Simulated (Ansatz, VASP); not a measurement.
**Lu in VASP and in Ansatz**

Contents of INCAR:

```
SYSTEM = Lu
PREC = Accurate ; ENCUT = 520
EDIFF = 1E-7 ; ISMEAR = 1
SIGMA = 0.6 ; LREAL = .FALSE.
LASPH = .TRUE. ; NELM = 100
ALGO = Normal ; ISIF = 2
LWAVE = .FALSE. ; LCHARG = .FALSE.
GGA = CA ; NBANDS = 32
```

Contents of KPOINTS:

```
regular mesh
0
G
  11 11 6
  0 0 0
```

File POSCAR:

```
Lu
1.0
    3.3823924653      0.0000000000      0.0000000000
   -1.6911962327      2.9292378005      0.0000000000
    0.0000000000      0.0000000000      5.2524129119
Lu
2
Direct
    0.3333333333      0.6666666667      0.2500000000
    0.6666666667      0.3333333333      0.7500000000
```

Input for Ansatz:

```yaml
crystal:
  lattice:
    - [3.3823924653, 0.0, 0.0]
    - [-1.6911962327, 2.9292378005, 0.0]
    - [0.0, 0.0, 5.2524129119]
  atoms:
    - { symbol: Lu, position: [0.3333333333, 0.6666666667, 0.25] }
    - { symbol: Lu, position: [0.6666666667, 0.3333333333, 0.75] }
hamiltonian:
  xc: lda
  pseudopotentials:
    kind: paw
    azcp:
      Lu: "pseudopotentials/Lu.paw.azcp"
basis:
  ecutwfc: 420
  fft_grid_basis: typed
kpoints:
  mp_grid: { grid: [11, 11, 6], shift: [0, 0, 0] }
magnetization:
  spin_polarized: false
scf:
  occupations: { method: methfessel_paxton, width: 0.6 }
  lower_state_search: "off"
output:
  stress: true
```

Alike in both runs: task single point; functional LDA; k mesh 11 × 11 × 6; occupations methfessel-paxton of order 1, width 0.6 eV; no spin polarisation.

```csv
,VASP,Ansatz
version,VASP 6.6.1,Ansatz 0.2.0
potentials or method,"VASP PAW PBE potentials, release 64 (Lu), cutoff 520 eV","plane waves (420 eV) with PAW, scalar-relativistic"
valence electrons in the cell,50,50
```

Ansatz gave:

- pressure (GPa): 0.0
- traceless stress, the component that is largest in VASP (GPa): 0.27

Question: Estimate VASP's values.

Answer: Pressure (GPa): 0.2; traceless stress, the component that is largest in VASP (GPa): 0.30.

VASP's potentials were made for PBE, not for LDA, and Ansatz warns of the same on its side. LDA's correlation is that of Perdew and Zunger in VASP and of Perdew and Wang (1992) in Ansatz.

Spin-orbit coupling is off throughout.
